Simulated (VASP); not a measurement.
Input of a VASP 6.6.1 run:

File INCAR:

```
SYSTEM = CaF2
  ALGO = Normal
  EDIFF = 1E-6
  ENCUT = 520
  GGA = PS
  GGA_COMPAT = .False.
  ISIF = 2
  ISMEAR = 1
  LASPH = .True.
  LCHARG = .False.
  LREAL = .False.
  LWAVE = .False.
  NBANDS = 33
  NELM = 120
  NELMDL = -8
  PREC = Accurate
  SIGMA = 0.1
```

Contents of KPOINTS:

```
k-points
0
Gamma
  4 4 4
  0 0 0
```

POSCAR

```
CaF2
1.0
    0.0000000000      2.7310000000      2.7310000000
    2.7310000000      0.0000000000      2.7310000000
    7.7714010768      7.7714010768     -2.3094010768
Ca F
2 4
Direct
    0.0000000000      0.0000000000      0.0000000000
    0.1293622444      0.1293622444      0.3059566334
    0.2823405611      0.2823405611      0.0764891584
    0.8470216833      0.8470216833      0.2294674751
    0.4117028055      0.4117028055      0.3824457918
    0.9763839276      0.9763839276      0.5354241085
```

Potentials or basis: VASP PAW PBE potentials, release 64 (Ca_sv, F).

Run with:

```sh
$ cat potpaw_PBE.64/Ca_sv/POTCAR potpaw_PBE.64/F/POTCAR > POTCAR
$ mpirun -np 1 vasp_std > vasp.out
```

Problem. Estimate the largest force.

Solution. 3.549 eV/Å.

Problem. What does it give for the band gap on the k mesh?

Solution. Zero (bands 24 and 25 overlap by 0.03 eV).

Forces in eV/Å, atoms in the order of the input:
```
Ca   1.027  1.027 -1.027
Ca   2.049  2.049 -2.049
F   -0.956 -0.956  0.956
F   -1.153 -1.153  1.153
F   -0.848 -0.848  0.848
F   -0.119 -0.119  0.119
```

Caveat: the k points lie up to 0.47 Å⁻¹ apart; the PAW data sets were made with another functional, which shifts forces and pressure a little.
